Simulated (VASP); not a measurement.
Write the native input for VASP 6.6.1 that does the following.

| Quantity | Value |
| --- | --- |
| Task | relaxation of the atoms |
| Functional | PBE |
| Potentials or basis | VASP PAW PBE potentials, release 64 (Al, N) |
| Cutoff | 520 eV |
| k mesh | 9 × 9 × 6 |
| Occupations | gaussian, width 0.05 eV |
| Spin | no spin polarisation |
| Dipole correction | no |
| Further INCAR settings | ALGO = Normal; EDIFF = 1e-07; IBRION = 2; EDIFFG = -0.01; NSW = 50 |

The structure of AlN lies in POSCAR:

```
AlN
1.0
    3.1612000000      0.0000000000      0.0000000000
   -1.5806000000      2.7376795064      0.0000000000
    0.0000000000      0.0000000000      4.6156000000
Al N
2 2
Direct
    0.3333333333      0.6666666667      0.0017290859
    0.6666666667      0.3333333333      0.5017290859
    0.3333333333      0.6666666667      0.3832709141
    0.6666666667      0.3333333333      0.8832709141
```

The input as run:

INCAR

```
SYSTEM = AlN
ALGO     = Normal         ! electronic algorithm
EDIFF    = 1E-7           ! SCF threshold, eV
EDIFFG   = -0.01          ! ionic threshold
ENCUT    = 520            ! plane-wave cutoff, eV
GGA      = PE             ! functional
IBRION   = 2              ! ionic algorithm
ISIF     = 2              ! what is computed and relaxed
ISMEAR   = 0              ! smearing method
LASPH    = .True.         ! aspherical terms in the spheres
LCHARG   = .False.        ! write CHGCAR
LREAL    = .False.        ! projectors in reciprocal space
LWAVE    = .False.        ! write WAVECAR
NELM     = 80             ! most SCF steps
NSW      = 50             ! ionic steps
PREC     = Accurate       ! precision mode
SIGMA    = 0.05           ! smearing width, eV
```

KPOINTS

```
k-points
0
Gamma
  9 9 6
  0 0 0
```

Potentials or basis: VASP PAW PBE potentials, release 64 (Al, N).

Launch:

```console
$ cat potpaw_PBE.64/Al/POTCAR potpaw_PBE.64/N/POTCAR > POTCAR
$ mpirun -np 1 vasp_std > vasp.out
```

Results of the run:

```json
{
  "Energy gained by relaxing": "49.4 meV/atom",
  "Ionic steps": "3",
  "Pressure after relaxing": "11.0 GPa",
  "Largest force after relaxing": "0.010 eV/Å",
  "Band gap on the k mesh": "3.96 eV, direct"
}
```

Run time: 110 s on 1 thread of AMD EPYC 7R13, with other jobs on the host, peak memory 0.13 GiB.
